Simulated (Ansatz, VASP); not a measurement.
## Two plane-wave programs on Sb

```xyz
2
Lattice="2.0833 1.2028 3.9896 -2.0833 1.2028 3.9896 0.0000 -2.4056 3.9896" Properties=species:S:1:pos:R:3 pbc="T T T"
Sb    0.0000    0.0000    2.7964
Sb    0.0000    0.0000    9.1724
```

Alike in both runs: task single point; functional PBE; dispersion D3(BJ); k mesh 15 × 15 × 15; occupations gaussian, width 0.15 eV; no spin polarisation.

|  | VASP | Ansatz |
| --- | --- | --- |
| version | VASP 6.6.1 | Ansatz 0.2.0 |
| potentials or method | VASP PAW PBE potentials, release 64 (Sb), cutoff 520 eV | scalar-relativistic, plane waves, PAW |
| valence electrons in the cell | 10 | 30 |

```tsv
	VASP	Ansatz	Ansatz less VASP
gap on the k mesh at the Fermi level (eV)	none	none	-
pressure (GPa)	1.0	0.9	-0.10
traceless stress, the component that is largest in VASP (GPa)	-1.76	-1.78	-0.021
rms of the force components (eV/Å)	0.119	0.086	-0.0330
```

Atom by atom the forces differ by 0.033 eV/Å (rms over components). A gap of «none» marks a metal or a gap that the smearing closes. VASP's potentials hold 10 valence electrons a cell and Ansatz's 30, so a difference there can come from the potentials and not from the codes.

Neither program's run includes spin-orbit coupling.
